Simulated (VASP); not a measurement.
# WAu (F-43m) in VASP: further runs

WAu is run at these levels: LDA; tasks: single point.

Everything below comes from runs of VASP 6.6.1. Logs are shortened: lines on timing, memory, paths and dates and some standing lists are left out, and cuts for length are marked.

## Step 1: The cell of the first run

The structure is cubic, space group F-43m (No. 216). The conventional cell has a = 5.444 Å, b = 5.444 Å, c = 5.444 Å, α = 90.00°, β = 90.00°, γ = 90.00°. W (site symmetry -43m) has 4 Au at 2.36 Å within 3.1 Å. Au (site symmetry -43m) has 4 W at 2.36 Å within 3.1 Å.

## Step 2: Single point, LDA

File INCAR:

```
SYSTEM = WAu
PREC = Accurate
ENCUT = 520
EDIFF = 1E-6
ISMEAR = -1
SIGMA = 0.05
LREAL = .FALSE.
LASPH = .TRUE.
NELM = 100
ALGO = Normal
ISIF = 2
LWAVE = .FALSE.
LCHARG = .FALSE.
NBANDS = 20
```

File KPOINTS:

```
Automatic mesh
0
G
  8 8 8
  0 0 0
```

File POSCAR:

```
WAu
1.0
    0.0000000000      2.7218111672      2.7218111672
    2.7218111672      0.0000000000      2.7218111672
    2.7218111672      2.7218111672      0.0000000000
W Au
1 1
Direct
    0.0000000000      0.0000000000      0.0000000000
    0.7500000000      0.7500000000      0.7500000000
```

Potentials or basis: VASP PAW LDA potentials, release 64 (W_sv, Au).

Launch:

```
> cat potpaw_LDA.64/W_sv/POTCAR potpaw_LDA.64/Au/POTCAR > POTCAR
> mpirun -np 1 vasp_std > vasp.out
```

OUTCAR:

```text
SYSTEM = WAu
   PREC = Accurate
   ENCUT = 520
   EDIFF = 1E-6
   ISMEAR = -1
   LREAL = .FALSE.
   LASPH = .TRUE.
   NELM = 100
   ISIF = 2

 ion  position               nearest neighbor table
   1  0.000  0.000  0.000-   2 2.36   2 2.36   2 2.36   2 2.36
   2  0.750  0.750  0.750-   1 2.36   1 2.36   1 2.36   1 2.36

  LATTYP: Found a face centered cubic cell.
 ALAT       =     5.4436223344

  Lattice vectors:

 A1 = (   0.0000000000,   2.7218111672,   2.7218111672)
 A2 = (   2.7218111672,   0.0000000000,   2.7218111672)
 A3 = (   2.7218111672,   2.7218111672,   0.0000000000)

Analysis of symmetry for initial positions (statically):
=====================================================================
 Subroutine PRICEL returns:
 Original cell was already a primitive cell.

 Routine SETGRP: Setting up the symmetry group for a
 face centered cubic supercell.

 Subroutine GETGRP returns: Found 24 space group operations
 (whereof 24 operations were pure point group operations)
 out of a pool of 48 trial point group operations.

The static configuration has the point symmetry T_d .

Analysis of symmetry for dynamics (positions and initial velocities):
=====================================================================
 Subroutine PRICEL returns:
 Original cell was already a primitive cell.

 Routine SETGRP: Setting up the symmetry group for a
 face centered cubic supercell.

 Subroutine GETGRP returns: Found 24 space group operations
 (whereof 24 operations were pure point group operations)
 out of a pool of 48 trial point group operations.

The dynamic configuration has the point symmetry T_d .

 Subroutine INISYM returns: Found 24 space group operations
 (whereof 24 operations are pure point group operations),
 and found     1 'primitive' translations

----------------------------------------------------------------------------------------

                                     Primitive cell

  volume of cell :      40.3277

  direct lattice vectors                    reciprocal lattice vectors
     0.000000000  2.721811167  2.721811167    -0.183701208  0.183701208  0.183701208
     2.721811167  0.000000000  2.721811167     0.183701208 -0.183701208  0.183701208
     2.721811167  2.721811167  0.000000000     0.183701208  0.183701208 -0.183701208

  length of vectors
     3.849222267  3.849222267  3.849222267     0.318179826  0.318179826  0.318179826

  position of ions in fractional coordinates (direct lattice)
     0.000000000  0.000000000  0.000000000
     0.750000000  0.750000000  0.750000000

  ion indices of the primitive-cell ions
   primitive index   ion index
                 1           1
                 2           2

----------------------------------------------------------------------------------------

 KPOINTS: Automatic mesh

Automatic generation of k-mesh.
 Grid dimensions read from file:
 generate k-points for:    8    8    8

 Generating k-lattice:

  Cartesian coordinates                     Fractional coordinates (reciprocal lattice)
    -0.022962651  0.022962651  0.022962651     0.125000000  0.000000000  0.000000000
     0.022962651 -0.022962651  0.022962651     0.000000000  0.125000000  0.000000000
     0.022962651  0.022962651 -0.022962651     0.000000000  0.000000000  0.125000000

  Length of vectors
     0.039772478  0.039772478  0.039772478

  Shift w.r.t. Gamma in fractional coordinates (k-lattice)
     0.000000000  0.000000000  0.000000000

 Subroutine IBZKPT returns following result:
 ===========================================

 Found     29 irreducible k-points:

 Following reciprocal coordinates:
            Coordinates               Weight
  0.000000  0.000000  0.000000      1.000000
  0.125000  0.000000  0.000000      8.000000
  0.250000  0.000000  0.000000      8.000000
  0.375000  0.000000  0.000000      8.000000
  0.500000  0.000000  0.000000      4.000000
  0.125000  0.125000  0.000000      6.000000
[... 16 lines left out ...]
  0.500000  0.250000  0.125000     48.000000
 -0.375000  0.250000  0.125000     24.000000
 [... further k-points ...]
   k-points           NKPTS =     29   k-points in BZ     NKDIM =     29   number of bands    NBANDS=     20
   number of dos      NEDOS =    301   number of ions     NIONS =      2
   total plane-waves  NPLWV =  27000
   dimension x,y,z NGX =    30 NGY =   30 NGZ =   30
   dimension x,y,z NGXF=    60 NGYF=   60 NGZF=   60
   ions per type =               1   1
   NGX,Y,Z   is equivalent  to a cutoff of  12.96, 12.96, 12.96 a.u.
   NGXF,Y,Z  is equivalent  to a cutoff of  25.91, 25.91, 25.91 a.u.
 SYSTEM =  WAu
   PREC   = accura    normal or accurate (medium, high low for compatibility)
   ISTART =      0    job   : 0-new  1-cont  2-samecut
   ICHARG =      2    charge: 1-file 2-atom 10-const
   ISPIN  =      1    spin polarized calculation?
   LNONCOLLINEAR =      F non collinear calculations
   LSORBIT =      F    spin-orbit coupling
   LASPH  =      T    aspherical Exc in radial PAW
   ENCUT  =  520.0 eV  38.22 Ry    6.18 a.u.   7.16  7.16  7.16*2*pi/ulx,y,z
   NELM   =    100;   NELMIN=  2; NELMDL= -5     # of ELM steps
   EDIFF  = 0.1E-05   stopping-criterion for ELM
   LREAL  =      F    real-space projection
   EDIFFG = 0.1E-04   stopping-criterion for IOM
   NSW    =      0    number of steps for IOM
   IBRION =     -1    ionic relax: 0-MD 1-quasi-New 2-CG
   NFREE  =      0    steps in history (QN), initial steepest desc. (CG)
   ISIF   =      2    stress and relaxation
   ISYM   =      2    0-nonsym 1-usesym 2-fastsym
   POTIM  = 0.5000    time-step for ionic-motion
   TEBEG  =    0.0;   TEEND  =   0.0 temperature during run
   PSTRESS=    0.0 pullay stress
   NELECT =      25.0000    total number of electrons
   NUPDOWN=      -1.0000    fix difference up-down
   EMIN   =  10.00;   EMAX   =-10.00  energy-range for DOS
   EFERMI =   0.00;   METHOD = LEGACY
   ISMEAR =    -1;   SIGMA  =   0.05  broadening in eV -4-tet -1-fermi 0-gaus
   EFERMI_NEDOS =   21; number of points for ismear=-14 and -15
   IALGO  =     38    algorithm
   IMIX   =      4    mixing-type and parameters
     AMIX     =   0.40;   BMIX     =  1.00
     AMIX_MAG =   1.60;   BMIX_MAG =  1.00
  volume/ion in A,a.u.               =      20.16       136.07
  Fermi-wavevector in a.u.,A,eV,Ry     =   1.395897  2.637864 26.511355  1.948530
  Thomas-Fermi vector in A             =   2.519304
   LORBIT       =      0    0 simple, 1 ext, 2 COOP (PROOUT), +10 PAW based schemes
   GGA     = CA    functional components
   LHFCALC =     F    Hartree Fock is set to
   AEXX    =    0.0000 exact exchange contribution
   IVDW    =     0    specifies the selected vdW correction
   LEPSILON=     F    determine dielectric tensor
   LRPA    =     F    only Hartree local field effects (RPA)
 non-spin polarized calculation
  energy-cutoff  :      520.00
  volume of cell :       40.33
 maximum number of plane-waves:      1106
 NGX is ok and might be reduce to    30
   NGX = 15   NGY = 15   NGZ = 15

 number of electron      25.0000000 magnetization

 Free energy of the ion-electron system (eV)
  ---------------------------------------------------
  ext. energy  EPLUGINS =         0.00000000
  ---------------------------------------------------
  free energy    TOTEN  =       -13.95320806 eV

  energy without entropy =      -13.93730186  energy(sigma->0) =      -13.94525496

 E-fermi :   7.7773     XC(G=0): -11.9306

 val. band max:        7.7463156683   @ k =  -0.3750   0.2500   0.1250
 cond. band min:       7.8371378023   @ k =   0.3750   0.2500   0.0000
 fundamental gap:      0.0908221340
 Fermi energy:         7.7773431618

 k-point     1 :       0.0000    0.0000    0.0000
  band No.  band energies     occupation
      1     -65.7732      2.00000
      2     -30.3518      2.00000
      3     -30.3518      2.00000
      4     -30.3518      2.00000
      5      -0.8699      2.00000
      6       0.9361      2.00000
[... 12 lines left out ...]
     19      19.6696      0.00000
     20      19.7491      0.00000

 k-point     2 :       0.1250    0.0000    0.0000
  band No.  band energies     occupation
      1     -65.7726      2.00000
      2     -30.3562      2.00000
      3     -30.3510      2.00000
      4     -30.3510      2.00000
      5      -0.5804      2.00000
      6       0.8437      2.00000
[... 12 lines left out ...]
     19      19.8449      0.00000
     20      20.0686      0.00000

 k-point     3 :       0.2500    0.0000    0.0000
  band No.  band energies     occupation
      1     -65.7713      2.00000
      2     -30.3666      2.00000
      3     -30.3492      2.00000
      4     -30.3492      2.00000
      5       0.1311      2.00000
      6       0.7975      2.00000
[... 12 lines left out ...]
     19      18.9693      0.00000
     20      20.7989      0.00000

 k-point     4 :       0.3750    0.0000    0.0000
  band No.  band energies     occupation
      1     -65.7699      2.00000
      2     -30.3769      2.00000
      3     -30.3474      2.00000
      4     -30.3474      2.00000
      5       0.5603      2.00000
      6       0.9187      2.00000
[... 12 lines left out ...]
     19      17.6452      0.00000
     20      22.0019      0.00000

 k-point     5 :       0.5000    0.0000    0.0000
  band No.  band energies     occupation
      1     -65.7693      2.00000
      2     -30.3811      2.00000
      3     -30.3466      2.00000
      4     -30.3466      2.00000
      5       0.5868      2.00000
      6       1.1407      2.00000
[... 12 lines left out ...]
     19      17.1254      0.00000
     20      22.5433      0.00000

 k-point     6 :       0.1250    0.1250    0.0000
  band No.  band energies     occupation
      1     -65.7724      2.00000
      2     -30.3583      2.00000
      3     -30.3504      2.00000
      4     -30.3504      2.00000
      5      -0.4771      2.00000
      6       0.6418      2.00000
[... 12 lines left out ...]
     19      18.8645      0.00000
     20      20.1059      0.00000

 k-point     7 :       0.2500    0.1250    0.0000
  band No.  band energies     occupation
      1     -65.7713      2.00000
      2     -30.3665      2.00000
      3     -30.3495      2.00000
      4     -30.3487      2.00000
      5       0.1169      2.00000
      6       0.5263      2.00000
[... 12 lines left out ...]
     19      18.4321      0.00000
     20      19.7619      0.00000
[... 277 lines left out ...]
 k-point    20 :      -0.3750    0.3750    0.0000
  band No.  band energies     occupation
      1     -65.7682      2.00000
      2     -30.3848      2.00000
      3     -30.3514      2.00000
      4     -30.3435      2.00000
      5       0.2686      2.00000
      6       0.7045      2.00000
[... 12 lines left out ...]
     19      18.9363      0.00000
     20      21.9235      0.00000

 k-point    21 :       0.5000    0.5000    0.0000
  band No.  band energies     occupation
      1     -65.7681      2.00000
      2     -30.3955      2.00000
      3     -30.3424      2.00000
      4     -30.3424      2.00000
      5       0.3738      2.00000
      6       0.6243      2.00000
[... 12 lines left out ...]
     19      18.4093      0.00000
     20      19.5152      0.00000

 k-point    22 :       0.3750    0.2500    0.1250
  band No.  band energies     occupation
      1     -65.7702      2.00000
      2     -30.3733      2.00000
      3     -30.3494      2.00000
      4     -30.3473      2.00000
      5       0.3995      2.00000
      6       0.7143      2.00000
[... 12 lines left out ...]
     19      18.5999      0.00000
     20      19.8413      0.00000

 k-point    23 :       0.5000    0.2500    0.1250
  band No.  band energies     occupation
      1     -65.7691      2.00000
      2     -30.3777      2.00000
      3     -30.3519      2.00000
      4     -30.3456      2.00000
      5       0.4798      2.00000
      6       0.6501      2.00000
[... 12 lines left out ...]
     19      18.5746      0.00000
     20      21.3087      0.00000

 k-point    24 :      -0.3750    0.2500    0.1250
  band No.  band energies     occupation
      1     -65.7687      2.00000
      2     -30.3790      2.00000
      3     -30.3535      2.00000
      4     -30.3448      2.00000
      5       0.4555      2.00000
      6       0.6760      2.00000
[... 12 lines left out ...]
     19      18.5218      0.00000
     20      22.5280      0.00000

 [... further k-points ...]
[... 5 lines left out ...]
  --------------------------------------------------------------------------------------
  -------------------------------------------------------------------------------------
  Total        7.9237592      7.9237592      7.9237592     -0.0000000      0.0000000     -0.0000000
  in kB      314.8022874    314.8022874    314.8022874     -0.0000000      0.0000000     -0.0000000
  external PRESSURE =     314.8022874 kB  Pullay stress =       0.0000000 kB

 VOLUME and BASIS-vectors are now :
 -----------------------------------------------------------------------------
  energy-cutoff  :      520.00
  volume of cell :       40.33
      direct lattice vectors                 reciprocal lattice vectors
     0.000000000  2.721811167  2.721811167    -0.183701208  0.183701208  0.183701208
     2.721811167  0.000000000  2.721811167     0.183701208 -0.183701208  0.183701208
     2.721811167  2.721811167  0.000000000     0.183701208  0.183701208 -0.183701208

 POSITION                                       TOTAL-FORCE (eV/Angst)
 -----------------------------------------------------------------------------------
      0.00000      0.00000      0.00000         0.000000      0.000000      0.000000
      4.08272      4.08272      4.08272        -0.000000     -0.000000     -0.000000
 -----------------------------------------------------------------------------------
    total drift:                                0.000001      0.000001      0.000001

  FREE ENERGIE OF THE ION-ELECTRON SYSTEM (eV)
  ---------------------------------------------------
  free  energy   TOTEN  =       -13.9532080565 eV

  energy  without entropy=      -13.9373018620  energy(sigma->0) =      -13.94525496
```

Run time: 13 s. Hardware: 1 thread of Intel Xeon 6975P-C (Granite Rapids), shared host; peak memory 0.16 GiB.

Results:

```
Free energy : -13.9532 eV
Pressure    : 31.5 GPa
```

Levels at points of the mesh, in eV from the Fermi level:
```
           k point  band 10  band 11  band 12  band 13  band 14  band 15  band 16  band 17
(0.00, 0.00, 0.00)    -6.44    -0.89    -0.89    -0.89     2.24     2.24     9.38    11.89
(0.50, 0.00, 0.00)    -5.69    -2.22    -0.21    -0.21     1.89     1.89     2.71     8.94
(0.50, 0.50, 0.00)    -4.22    -3.26     0.35     1.53     2.07     2.07     3.83     3.83
```

Caveat: spin-orbit coupling is left out, which moves the levels of the heavy elements.

## Step 3: Single point, LDA

This run uses another cell than the first one, of 20.95 Å³/atom, 1.039 times its volume.

File INCAR:

```
SYSTEM = WAu
ALGO     = Normal         ! electronic algorithm
EDIFF    = 1E-6           ! SCF threshold, eV
ENCUT    = 520            ! plane-wave cutoff, eV
GGA      = CA             ! functional
ISIF     = 2              ! what is computed and relaxed
ISMEAR   = -1             ! smearing method
LASPH    = .TRUE.         ! aspherical terms in the spheres
LCHARG   = .FALSE.        ! write CHGCAR
LREAL    = .FALSE.        ! projectors in reciprocal space
LWAVE    = .FALSE.        ! write WAVECAR
NBANDS   = 20             ! bands
NELM     = 60             ! most SCF steps
PREC     = Accurate       ! precision mode
SIGMA    = 0.05           ! smearing width, eV
```

File KPOINTS:

```
k-points
0
G
  8 8 8
  0 0 0
```

File POSCAR:

```
WAu
1.0
    0.0000000000      2.7567910499      2.7567910499
    2.7567910499      0.0000000000      2.7567910499
    2.7567910499      2.7567910499      0.0000000000
W Au
1 1
Direct
    0.0000000000      0.0000000000      0.0000000000
    0.7500000000      0.7500000000      0.7500000000
```

Potentials or basis: VASP PAW LDA potentials, release 64 (W_sv, Au).

Launch:

```
> cat potpaw_LDA.64/W_sv/POTCAR potpaw_LDA.64/Au/POTCAR > POTCAR
> mpirun -np 1 vasp_std > vasp.out
```

It took 13 s on 1 thread of Intel Xeon 6975P-C (Granite Rapids), shared host; peak memory 0.16 GiB.

It converged, with:

```yaml
Free_energy: -14.2115 eV
Pressure: 21.2 GPa
```

Levels at points of the mesh, in eV from the Fermi level:
| k point | band 11 | band 12 | band 13 | band 14 | band 15 | band 16 |
| --- | --- | --- | --- | --- | --- | --- |
| (0.00, 0.00, 0.00) | -0.86 | -0.86 | -0.86 | 2.08 | 2.08 | 9.19 |
| (0.50, 0.00, 0.00) | -2.15 | -0.22 | -0.22 | 1.77 | 1.77 | 2.56 |
| (0.50, 0.50, 0.00) | -3.16 | 0.36 | 1.48 | 1.94 | 1.94 | 3.61 |

Caveat: spin-orbit coupling is left out, which moves the levels of the heavy elements.
